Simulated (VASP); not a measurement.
# PtS2 (P-3m1) in VASP: settings compared

The runs below take PtS2 through single point, with PBE, r2SCAN.

All numbers are computed with VASP 6.6.1; they aren't measurements. Logs are shortened: lines on timing, memory, paths and dates and some standing lists are left out, and cuts for length are marked.

## 1. The cell of the first run

Symmetry: P-3m1, No. 164, trigonal system. Conventional cell: a = 3.569 Å, b = 3.569 Å, c = 5.146 Å, α = 90.00°, β = 90.00°, γ = 120.00°. Within 3.2 Å of Pt (site symmetry -3m) lie 6 S at 2.39 Å. S (site symmetry 3m) has 3 Pt at 2.39 Å and 3 S at 3.19 Å within 3.2 Å.

## 2. Single point, PBE (strain +0.5%)

INCAR reads:

```
  PREC = Accurate
  ENCUT = 520
  EDIFF = 1E-6
  ISMEAR = -1
  SIGMA = 0.02
  LREAL = False
  LASPH = True
  NELM = 60
  ALGO = Normal
  ISIF = 2
  LWAVE = False
  LCHARG = False
  GGA = PE
  NBANDS = 18
```

KPOINTS reads:

```
regular mesh
0
Gamma
  12 12 6
```

POSCAR reads:

```
PtS2
1.0
    3.5689661661      0.0000000000      0.0000000000
   -1.7844830830      3.0908153651      0.0000000000
    0.0000000000      0.0000000000      5.1463956273
Pt S
1 2
Direct
    0.0000000000      0.0000000000      0.0000000000
    0.3333333333      0.6666666667      0.2367588620
    0.6666666667      0.3333333333      0.7632411380
```

Potentials or basis: VASP PAW PBE potentials, release 64 (Pt, S).

Command:

```bash
$ cat potpaw_PBE.64/Pt/POTCAR potpaw_PBE.64/S/POTCAR > POTCAR
$ mpirun -np 1 vasp_std > vasp.out
```

OUTCAR:

```text
PREC = Accurate
   ENCUT = 520
   EDIFF = 1E-6
   ISMEAR = -1
   LREAL = False
   LASPH = True
   NELM = 60
   ISIF = 2
   GGA = PE

 ion  position               nearest neighbor table
   1  0.000  0.000  0.000-   2 2.39   3 2.39   2 2.39   3 2.39   3 2.39   2 2.39
   2  0.333  0.667  0.237-   1 2.39   1 2.39   1 2.39
   3  0.667  0.333  0.763-   1 2.39   1 2.39   1 2.39

  LATTYP: Found a hexagonal cell.
 ALAT       =     3.5689661661
 C/A-ratio  =     1.4419849861

  Lattice vectors:

 A1 = (   3.5689661661,   0.0000000000,   0.0000000000)
 A2 = (  -1.7844830830,   3.0908153651,   0.0000000000)
 A3 = (   0.0000000000,   0.0000000000,   5.1463956273)

Analysis of symmetry for initial positions (statically):
=====================================================================
 Subroutine PRICEL returns:
 Original cell was already a primitive cell.

 Routine SETGRP: Setting up the symmetry group for a
 hexagonal supercell.

 Subroutine GETGRP returns: Found 12 space group operations
 (whereof 12 operations were pure point group operations)
 out of a pool of 24 trial point group operations.

The static configuration has the point symmetry D_3d.

Analysis of symmetry for dynamics (positions and initial velocities):
=====================================================================
 Subroutine PRICEL returns:
 Original cell was already a primitive cell.

 Routine SETGRP: Setting up the symmetry group for a
 hexagonal supercell.

 Subroutine GETGRP returns: Found 12 space group operations
 (whereof 12 operations were pure point group operations)
 out of a pool of 24 trial point group operations.

The dynamic configuration has the point symmetry D_3d.

 Subroutine INISYM returns: Found 12 space group operations
 (whereof 12 operations are pure point group operations),
 and found     1 'primitive' translations

----------------------------------------------------------------------------------------

                                     Primitive cell

  volume of cell :      56.7700

  direct lattice vectors                    reciprocal lattice vectors
     3.568966166  0.000000000  0.000000000     0.280193186  0.161769611  0.000000000
    -1.784483083  3.090815365  0.000000000     0.000000000  0.323539222  0.000000000
     0.000000000  0.000000000  5.146395627     0.000000000  0.000000000  0.194310751

  length of vectors
     3.568966166  3.568966166  5.146395627     0.323539222  0.323539222  0.194310751

  position of ions in fractional coordinates (direct lattice)
     0.000000000  0.000000000  0.000000000
     0.333333333  0.666666667  0.236758862
     0.666666667  0.333333333  0.763241138

  ion indices of the primitive-cell ions
   primitive index   ion index
                 1           1
                 2           2
                 3           3

----------------------------------------------------------------------------------------

 KPOINTS: regular mesh

Automatic generation of k-mesh.
 Grid dimensions read from file:
 generate k-points for:   12   12    6

 Generating k-lattice:

  Cartesian coordinates                     Fractional coordinates (reciprocal lattice)
     0.023349432  0.013480801  0.000000000     0.083333333  0.000000000  0.000000000
     0.000000000  0.026961602  0.000000000     0.000000000  0.083333333  0.000000000
     0.000000000  0.000000000  0.032385125     0.000000000  0.000000000  0.166666667

  Length of vectors
     0.026961602  0.026961602  0.032385125

  Shift w.r.t. Gamma in fractional coordinates (k-lattice)
     0.000000000  0.000000000  0.000000000

 Subroutine IBZKPT returns following result:
 ===========================================

 Found    100 irreducible k-points:

 Following reciprocal coordinates:
            Coordinates               Weight
  0.000000  0.000000  0.000000      1.000000
  0.083333 -0.000000  0.000000      6.000000
  0.166667  0.000000  0.000000      6.000000
  0.250000 -0.000000  0.000000      6.000000
  0.333333  0.000000  0.000000      6.000000
  0.416667 -0.000000  0.000000      6.000000
[... 16 lines left out ...]
  0.166667  0.000000  0.166667      6.000000
  0.000000  0.166667  0.166667      6.000000
 [... further k-points ...]
   k-points           NKPTS =    100   k-points in BZ     NKDIM =    100   number of bands    NBANDS=     18
   number of dos      NEDOS =    301   number of ions     NIONS =      3
   total plane-waves  NPLWV =  31360
   dimension x,y,z NGX =    28 NGY =   28 NGZ =   40
   dimension x,y,z NGXF=    56 NGYF=   56 NGZF=   80
   ions per type =               1   2
   NGX,Y,Z   is equivalent  to a cutoff of  13.04, 13.04, 12.92 a.u.
   NGXF,Y,Z  is equivalent  to a cutoff of  26.09, 26.09, 25.84 a.u.
 SYSTEM =  unknown system
   PREC   = accura    normal or accurate (medium, high low for compatibility)
   ISTART =      0    job   : 0-new  1-cont  2-samecut
   ICHARG =      2    charge: 1-file 2-atom 10-const
   ISPIN  =      1    spin polarized calculation?
   LNONCOLLINEAR =      F non collinear calculations
   LSORBIT =      F    spin-orbit coupling
   LASPH  =      T    aspherical Exc in radial PAW
   ENCUT  =  520.0 eV  38.22 Ry    6.18 a.u.   6.64  6.64  9.57*2*pi/ulx,y,z
   NELM   =     60;   NELMIN=  2; NELMDL= -5     # of ELM steps
   EDIFF  = 0.1E-05   stopping-criterion for ELM
   LREAL  =      F    real-space projection
   EDIFFG = 0.1E-04   stopping-criterion for IOM
   NSW    =      0    number of steps for IOM
   IBRION =     -1    ionic relax: 0-MD 1-quasi-New 2-CG
   NFREE  =      0    steps in history (QN), initial steepest desc. (CG)
   ISIF   =      2    stress and relaxation
   ISYM   =      2    0-nonsym 1-usesym 2-fastsym
   POTIM  = 0.5000    time-step for ionic-motion
   TEBEG  =    0.0;   TEEND  =   0.0 temperature during run
   PSTRESS=    0.0 pullay stress
   NELECT =      22.0000    total number of electrons
   NUPDOWN=      -1.0000    fix difference up-down
   EMIN   =  10.00;   EMAX   =-10.00  energy-range for DOS
   EFERMI =   0.00;   METHOD = LEGACY
   ISMEAR =    -1;   SIGMA  =   0.02  broadening in eV -4-tet -1-fermi 0-gaus
   EFERMI_NEDOS =   21; number of points for ismear=-14 and -15
   IALGO  =     38    algorithm
   IMIX   =      4    mixing-type and parameters
     AMIX     =   0.40;   BMIX     =  1.00
     AMIX_MAG =   1.60;   BMIX_MAG =  1.00
  volume/ion in A,a.u.               =      18.92       127.70
  Fermi-wavevector in a.u.,A,eV,Ry     =   1.193556  2.255494 19.382535  1.424576
  Thomas-Fermi vector in A             =   2.329568
   LORBIT       =      0    0 simple, 1 ext, 2 COOP (PROOUT), +10 PAW based schemes
   GGA     = PE    functional components
[... 5 lines left out ...]
 non-spin polarized calculation
  energy-cutoff  :      520.00
  volume of cell :       56.77
 maximum number of plane-waves:      1561
 NGX is ok and might be reduce to    28
   NGX = 13   NGY = 13   NGZ = 19

 number of electron      21.9999996 magnetization

 Free energy of the ion-electron system (eV)
  ---------------------------------------------------
  ext. energy  EPLUGINS =         0.00000000
  ---------------------------------------------------
  free energy    TOTEN  =       -15.40924681 eV

  energy without entropy =      -15.40924681  energy(sigma->0) =      -15.40924681

 E-fermi :   6.6104     XC(G=0): -10.4431

 val. band max:        6.2480101975   @ k =   0.0000   0.1667   0.1667
 cond. band min:       6.9722213451   @ k =   0.0000   0.2500   0.3333
 fundamental gap:      0.7242111476
 Fermi energy:         6.6103908680

 k-point     1 :       0.0000    0.0000    0.0000
  band No.  band energies     occupation
      1      -8.7976      2.00000
      2      -6.0250      2.00000
      3      -0.4265      2.00000
      4      -0.1670      2.00000
      5      -0.1670      2.00000
      6       2.5787      2.00000
[... 10 lines left out ...]
     17      14.3178      0.00000
     18      18.4515      0.00000

 k-point     2 :       0.0833   -0.0000    0.0000
  band No.  band energies     occupation
      1      -8.7110      2.00000
      2      -6.0652      2.00000
      3      -0.3358      2.00000
      4      -0.1108      2.00000
      5      -0.1087      2.00000
      6       2.4497      2.00000
[... 10 lines left out ...]
     17      14.5929      0.00000
     18      17.6316      0.00000

 k-point     3 :       0.1667    0.0000    0.0000
  band No.  band energies     occupation
      1      -8.4607      2.00000
      2      -6.1737      2.00000
      3      -0.1035      2.00000
      4       0.0423      2.00000
      5       0.0887      2.00000
      6       2.0126      2.00000
[... 10 lines left out ...]
     17      15.2586      0.00000
     18      16.2728      0.00000

 k-point     4 :       0.2500   -0.0000    0.0000
  band No.  band energies     occupation
      1      -8.0781      2.00000
      2      -6.3212      2.00000
      3       0.0986      2.00000
      4       0.2412      2.00000
      5       0.5130      2.00000
      6       1.3112      2.00000
[... 10 lines left out ...]
     17      15.3332      0.00000
     18      15.5442      0.00000

 k-point     5 :       0.3333    0.0000    0.0000
  band No.  band energies     occupation
      1      -7.6239      2.00000
      2      -6.4776      2.00000
      3      -0.0802      2.00000
      4       0.4049      2.00000
      5       0.9299      2.00000
      6       1.1243      2.00000
[... 10 lines left out ...]
     17      15.0680      0.00000
     18      15.7352      0.00000

 k-point     6 :       0.4167   -0.0000    0.0000
  band No.  band energies     occupation
      1      -7.1962      2.00000
      2      -6.6312      2.00000
      3      -0.6166      2.00000
      4       0.4838      2.00000
      5       1.1090      2.00000
      6       1.7802      2.00000
[... 307 lines left out ...]
 k-point    21 :       0.0833   -0.0000    0.1667
  band No.  band energies     occupation
      1      -8.6422      2.00000
      2      -6.2291      2.00000
      3      -0.2334      2.00000
      4      -0.0978      2.00000
      5       0.0442      2.00000
      6       2.4528      2.00000
[... 10 lines left out ...]
     17      14.3481      0.00000
     18      16.8923      0.00000

 k-point    22 :       0.0000    0.0833    0.1667
  band No.  band energies     occupation
      1      -8.6430      2.00000
      2      -6.2262      2.00000
      3      -0.2569      2.00000
      4      -0.1138      2.00000
      5       0.0771      2.00000
      6       2.4290      2.00000
[... 10 lines left out ...]
     17      14.7281      0.00000
     18      16.9256      0.00000

 k-point    23 :       0.1667    0.0000    0.1667
  band No.  band energies     occupation
      1      -8.3906      2.00000
      2      -6.3180      2.00000
      3      -0.1371      2.00000
      4       0.0618      2.00000
      5       0.3164      2.00000
      6       2.0477      2.00000
[... 10 lines left out ...]
     17      14.8731      0.00000
     18      15.9892      0.00000

 k-point    24 :       0.0000    0.1667    0.1667
  band No.  band energies     occupation
      1      -8.3979      2.00000
      2      -6.2966      2.00000
      3      -0.2625      2.00000
      4       0.0280      2.00000
      5       0.4356      2.00000
      6       1.9439      2.00000
[... 10 lines left out ...]
     17      15.6050      0.00000
     18      15.6670      0.00000

 [... further k-points ...]
[... 5 lines left out ...]
  --------------------------------------------------------------------------------------
  -------------------------------------------------------------------------------------
  Total        0.8096214      0.8096214      0.6892589      0.0000000      0.0000000      0.0000000
  in kB       22.8493539     22.8493539     19.4524499      0.0000000      0.0000000      0.0000000
  external PRESSURE =      21.7170526 kB  Pullay stress =       0.0000000 kB

 VOLUME and BASIS-vectors are now :
 -----------------------------------------------------------------------------
  energy-cutoff  :      520.00
  volume of cell :       56.77
      direct lattice vectors                 reciprocal lattice vectors
     3.568966166  0.000000000  0.000000000     0.280193186  0.161769611  0.000000000
    -1.784483083  3.090815365  0.000000000     0.000000000  0.323539222  0.000000000
     0.000000000  0.000000000  5.146395627     0.000000000  0.000000000  0.194310751

 POSITION                                       TOTAL-FORCE (eV/Angst)
 -----------------------------------------------------------------------------------
      0.00000      0.00000      0.00000        -0.000000      0.000000      0.000000
     -0.00000      2.06054      1.21845        -0.000000      0.000000      0.016646
      1.78448      1.03027      3.92794         0.000000     -0.000000     -0.016646
 -----------------------------------------------------------------------------------
    total drift:                               -0.000000      0.000000      0.000000

  FREE ENERGIE OF THE ION-ELECTRON SYSTEM (eV)
  ---------------------------------------------------
  free  energy   TOTEN  =       -15.4092468126 eV

  energy  without entropy=      -15.4092468124  energy(sigma->0) =      -15.40924681
```

Run time: 40 s. Hardware: 1 thread of Intel Xeon Platinum 8559C (Emerald Rapids), shared host; peak memory 0.24 GiB.

What came out:

| Item | Value |
| --- | --- |
| Free energy | -15.4092 eV |
| Pressure | 2.2 GPa |
| Largest force | 0.017 eV/Å |
| Band gap on the k mesh | 0.72 eV, indirect (least direct gap 0.99 eV) |

Forces in eV/Å, atoms in the order of the input:
```
Pt   0.000  0.000  0.000
S    0.000  0.000  0.017
S    0.000  0.000 -0.017
```

Levels at points of the mesh, in eV from the valence-band top:
| k point | band 8 | band 9 | band 10 | band 11 | band 12 | band 13 | band 14 | band 15 |
| --- | --- | --- | --- | --- | --- | --- | --- | --- |
| (0.00, 0.00, 0.00) | -1.91 | -1.03 | -1.03 | -0.04 | 2.15 | 2.15 | 4.81 | 5.36 |
| (0.50, 0.00, 0.00) | -3.04 | -3.00 | -2.90 | -2.37 | 1.58 | 2.55 | 5.40 | 6.48 |
| (0.00, 0.00, 0.50) | -2.49 | -1.24 | -1.24 | -1.09 | 2.63 | 2.63 | 5.57 | 7.01 |
| (0.50, 0.00, 0.50) | -3.00 | -2.71 | -2.63 | -1.40 | 1.79 | 2.19 | 5.08 | 5.55 |

Caveat: the cell differs from its parent crystal (strain +0.5%); spin-orbit coupling is left out, which moves the levels of the heavy elements. A k mesh can miss the band edges.

## 3. Single point, r2SCAN (epitaxial xy strain -1.1%)

POSCAR reads:

```
PtS2
1.0
    3.5121241805      0.0000000000      0.0000000000
   -1.7560620903      3.0415887616      0.0000000000
    0.0000000000      0.0000000000      5.2551739867
Pt S
1 2
Direct
    0.0000000000      0.0000000000      0.0000000000
    0.3333333333      0.6666666667      0.2375680172
    0.6666666667      0.3333333333      0.7624319828
```

INCAR.step1 reads:

```
  ALGO = Normal
  EDIFF = 1E-4
  ENCUT = 520
  GGA = PE
  ISMEAR = 0
  LASPH = T
  LCHARG = F
  LREAL = F
  LWAVE = T
  NBANDS = 18
  NELM = 60
  PREC = Accurate
  SIGMA = 0.01
```

INCAR.step2 reads:

```
  ALGO = Normal
  EDIFF = 1E-7
  ENCUT = 520
  ISIF = 2
  ISMEAR = 0
  ISTART = 1
  LASPH = T
  LCHARG = F
  LMIXTAU = T
  LREAL = F
  LWAVE = F
  METAGGA = R2SCAN
  NBANDS = 18
  NELM = 60
  PREC = Accurate
  SIGMA = 0.01
```

KPOINTS reads:

```
k-points
0
Gamma
  12 12 6
```

Potentials or basis: VASP PAW PBE potentials, release 64 (Pt, S).

Command:

```bash
$ cat potpaw_PBE.64/Pt/POTCAR potpaw_PBE.64/S/POTCAR > POTCAR
$ cp INCAR.step1 INCAR
$ mpirun -np 1 vasp_std > vasp.out
$ cp INCAR.step2 INCAR
$ mpirun -np 1 vasp_std > vasp.out
```

It took 3.6 min on 1 thread of Intel Xeon Platinum 8559C (Emerald Rapids), shared host; peak memory 0.25 GiB.

The run converged. Its results:

```
Free energy            : -68.8435 eV
Pressure               : 2.9 GPa
Largest force          : 0.048 eV/Å
Band gap on the k mesh : 0.99 eV, indirect (least direct gap 1.19 eV)
```

Forces in eV/Å, atoms in the order of the input:
```
Pt   0.000  0.000  0.000
S    0.000  0.000 -0.048
S    0.000  0.000  0.048
```

Stress tensor (GPa, compression positive):
```
3.69 0.00 0.00
0.00 3.69 0.00
0.00 0.00 1.23
```

Levels at points of the mesh, in eV from the valence-band top:
```csv
k point,band 9,band 10,band 11,band 12,band 13,band 14
"(0.00, 0.00, 0.00)",-0.92,-0.92,-0.06,2.48,2.48,5.50
"(0.50, 0.00, 0.00)",-2.98,-2.96,-2.40,1.93,2.84,5.90
"(0.00, 0.00, 0.50)",-1.11,-1.11,-1.08,2.93,2.93,6.15
"(0.50, 0.00, 0.50)",-2.66,-2.63,-1.52,2.10,2.66,5.46
```

Caveat: the cell differs from its parent crystal (epitaxial xy strain -1.1%); the PAW data sets were made with another functional, which shifts forces and pressure a little; spin-orbit coupling is left out, which moves the levels of the heavy elements.

## 4. Single point, r2SCAN (strain +0.5%)

POSCAR reads:

```
PtS2
1.0
    3.5689661661      0.0000000000      0.0000000000
   -1.7844830830      3.0908153651      0.0000000000
    0.0000000000      0.0000000000      5.1463956273
Pt S
1 2
Direct
    0.0000000000      0.0000000000      0.0000000000
    0.3333333333      0.6666666667      0.2367588620
    0.6666666667      0.3333333333      0.7632411380
```

Edit INCAR.step1 of step 3 so:

```diff
@@ -10,3 +10,3 @@
   NBANDS = 18
-  NELM = 60
+  NELM = 80
   PREC = Accurate
```

Edit INCAR.step2 of step 3 so:

```diff
@@ -1,3 +1,3 @@
   ALGO = Normal
-  EDIFF = 1E-7
+  EDIFF = 1E-6
   ENCUT = 520
@@ -13,3 +13,3 @@
   NBANDS = 18
-  NELM = 60
+  NELM = 80
   PREC = Accurate
```

KPOINTS is that of step 3.

Command:

```bash
$ cat potpaw_PBE.64/Pt/POTCAR potpaw_PBE.64/S/POTCAR > POTCAR
$ cp INCAR.step1 INCAR
$ mpirun -np 1 vasp_std > vasp.out
$ cp INCAR.step2 INCAR
$ mpirun -np 1 vasp_std > vasp.out
```

Run time: 3.1 min. Hardware: 1 thread of Intel Xeon Platinum 8559C (Emerald Rapids), shared host; peak memory 0.25 GiB.

It converged, with:

```yaml
Free_energy: -68.8559 eV
Pressure: 0.2 GPa
Largest_force: 0.048 eV/Å
Band_gap_on_the_k_mesh: 0.88 eV, indirect (least direct gap 1.16 eV)
```

Forces in eV/Å, atoms in the order of the input:
```
Pt   0.000  0.000  0.000
S    0.000  0.000 -0.048
S    0.000  0.000  0.048
```

Stress tensor (GPa, compression positive):
```
-0.18  0.00  0.00
 0.00 -0.18  0.00
 0.00  0.00  0.90
```

Levels at points of the mesh, in eV from the valence-band top:
```
           k point  band 7  band 8  band 9  band 10  band 11  band 12  band 13  band 14  band 15  band 16
(0.00, 0.00, 0.00)   -3.86   -2.01   -1.07    -1.07    -0.02     2.31     2.31     5.26     5.96     8.55
(0.50, 0.00, 0.00)   -3.20   -3.18   -3.13    -3.07    -2.45     1.74     2.74     5.76     7.00     8.68
(0.00, 0.00, 0.50)   -3.88   -2.54   -1.29    -1.29    -1.10     2.81     2.81     6.04     7.57     8.23
(0.50, 0.00, 0.50)   -3.20   -3.18   -2.81    -2.77    -1.44     1.95     2.38     5.48     5.98     8.21
```

Caveat: the cell differs from its parent crystal (strain +0.5%); the PAW data sets were made with another functional, which shifts forces and pressure a little; spin-orbit coupling is left out, which moves the levels of the heavy elements. A k mesh can miss the band edges.

## 5. Overview

```tsv
level	cell	smearing	gap on the mesh (eV)	pressure (GPa)	largest force (eV/Å)
PBE	a = 3.569, b = 3.569, c = 5.146 Å, angles 90.0, 90.0, 120.0°, 3 atoms	fermi-dirac 0.02 eV	0.72	2.2	0.02
r2SCAN	a = 3.512, b = 3.512, c = 5.255 Å, angles 90.0, 90.0, 120.0°, 3 atoms	gaussian 0.01 eV	0.99	2.9	0.05
r2SCAN	a = 3.569, b = 3.569, c = 5.146 Å, angles 90.0, 90.0, 120.0°, 3 atoms	gaussian 0.01 eV	0.88	0.2	0.05
```

Alike in all rows: task single point; potentials or basis VASP PAW PBE potentials, release 64 (Pt, S); no spin polarisation; k mesh 12 × 12 × 6; cutoff (eV) 520.

Caveats: spin-orbit coupling is left out, which moves the levels of the heavy elements; the PAW data sets were made with another functional, which shifts forces and pressure a little (some runs).

Total energies depend on the potentials used, so only differences within one code and one set of settings carry meaning.
